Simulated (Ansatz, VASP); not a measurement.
# One calculation of Si3Sn, two programs

```xyz
8
Lattice="2.7626 -2.6921 2.6812 2.8004 2.6975 -2.7087 -0.0163 5.3067 5.3077" Properties=species:S:1:pos:R:3 pbc="T T T"
Si    2.7817    0.0034   -0.0143
Si    2.7921    5.3508   -0.0537
Si    2.9321   -0.0173    2.6588
Si    2.6146    5.3292    2.6198
Si    2.6228    2.6735   -0.0351
Si    2.9238    2.6384    5.3157
Sn    0.0004    0.0001    0.0004
Sn    2.7729    2.6558    2.6405
```

Change from the starting cell: cell x2, atoms moved at random (sigma 0.15 Å) and cell strained at random (1.5 %), then relaxed without symmetry.

Alike in both runs: functional PBE; k mesh 6 × 6 × 4; occupations gaussian, width 0.2 eV; no spin polarisation.

Ansatz relaxed the structure, and its values are those at the end. VASP's run is a single point on that final structure, the one shown.

|  | VASP | Ansatz |
| --- | --- | --- |
| version | VASP 6.6.1 | Ansatz 0.2.0 |
| potentials or method | VASP PAW PBE potentials, release 64 (Si, Sn_d), cutoff 520 eV | scalar-relativistic, plane waves, PAW |
| valence electrons in the cell | 52 | 52 |

|  | VASP | Ansatz | Ansatz less VASP |
| --- | --- | --- | --- |
| gap on the k mesh at the Fermi level (eV) | none | none | - |
| pressure (GPa) | -0.1 | 0.0 | +0.08 |

A gap of «none» marks a metal or a gap that the smearing closes.
